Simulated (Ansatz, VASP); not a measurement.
**Zr: VASP beside Ansatz**

File INCAR:

```
SYSTEM = Zr
  PREC = Accurate
  ENCUT = 500
  EDIFF = 1E-7
  ISMEAR = 0
  SIGMA = 0.1
  LREAL = .False.
  LASPH = .True.
  NELM = 120
  ALGO = Normal
  ISIF = 3
  LWAVE = .False.
  LCHARG = .False.
  GGA = PS
  IBRION = 2
  NSW = 80
  EDIFFG = -0.05
  GGA_COMPAT = .False.
  NELMIN = 4
```

KPOINTS

```
Automatic mesh
0
Gamma
  8 8 8
  0 0 0
```

POSCAR

```
Zr
1.0
    0.0000000000      2.3485837365      2.3485837365
    2.3485837365      0.0000000000      2.3485837365
    2.3485837365      2.3485837365      0.0000000000
Zr
1
Direct
    0.0000000000      0.0000000000      0.0000000000
```

Input for Ansatz:

```yaml
crystal:
  lattice:
    - [0.0, 2.3485837365, 2.3485837365]
    - [2.3485837365, 0.0, 2.3485837365]
    - [2.3485837365, 2.3485837365, 0.0]
  atoms:
    - { symbol: Zr, position: [0.0, 0.0, 0.0] }
basis:
  ecutwfc: 420
kpoints:
  mp_grid: { grid: [8, 8, 8] }
hamiltonian:
  xc: pbesol
scf:
  occupations: { method: gaussian, width: 0.1 }
output:
  forces: true
  stress: true
  eigenvalues: true
relax:
  adjacent_minimum: "off"
  f_tol: 0.05
  max_steps: 60
  cell: { stress_tol: 0.5 }
```

Alike in both runs: task relaxation of cell and atoms; functional PBEsol; k mesh 8 × 8 × 8; occupations gaussian, width 0.1 eV; no spin polarisation.

|  | VASP | Ansatz |
| --- | --- | --- |
| version | VASP 6.6.1 | Ansatz 0.2.0 |
| potentials or method | VASP PAW PBE potentials, release 64 (Zr_sv), cutoff 500 eV | scalar-relativistic, plane waves, PAW |
| valence electrons in the cell | 12 | 12 |

VASP gave:

```
gap on the k mesh at the Fermi level, each at its own relaxed structure (eV) : none
relaxed volume (Å³/atom)                                                     : 22.25
relaxed cell length with the largest relative difference (Å)                 : 3.157
```

**Question.** What did Ansatz give for the same quantities?

**Answer.** gap on the k mesh at the Fermi level, each at its own relaxed structure (eV): none; relaxed volume (Å³/atom): 22.14; relaxed cell length with the largest relative difference (Å): 3.152.

VASP's potentials were made for PBE, not for PBEsol. A gap of «none» marks a metal or a gap that the smearing closes.
